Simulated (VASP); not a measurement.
The system is CuI.

```
Cu I
1.0
     3.73317   -3.71109    0.00000
     3.73317    3.71109    0.00000
     0.00000    0.00000    4.30700
Cu I
2 2
Cartesian
  3.7332 0.5905 3.2302
  3.7332 -0.5905 1.0767
  3.7332 -2.0043 3.2302
  3.7332 2.0043 1.0767
```

Program: VASP 6.6.1. Alike in all runs: task single point; no spin polarisation; cell as given; k mesh 4 × 4 × 6; cutoff (eV) 520; smearing gaussian 0.01 eV.

Order these runs on this cell by their pressure, lowest first.
A. level LDA; potentials or basis VASP PAW LDA potentials, release 64 (Cu, I)
B. level PBEsol; potentials or basis VASP PAW PBE potentials, release 64 (Cu, I)
C. level BLYP; potentials or basis VASP PAW PBE potentials, release 64 (Cu, I)

A (-3.2 GPa), B (-1.3 GPa), C (4.3 GPa).

Caveats: the PAW data sets were made with another functional, which shifts forces and pressure a little (at least some runs); the cell stands under tension (at least some runs); the cell stands under pressure (at least some runs).
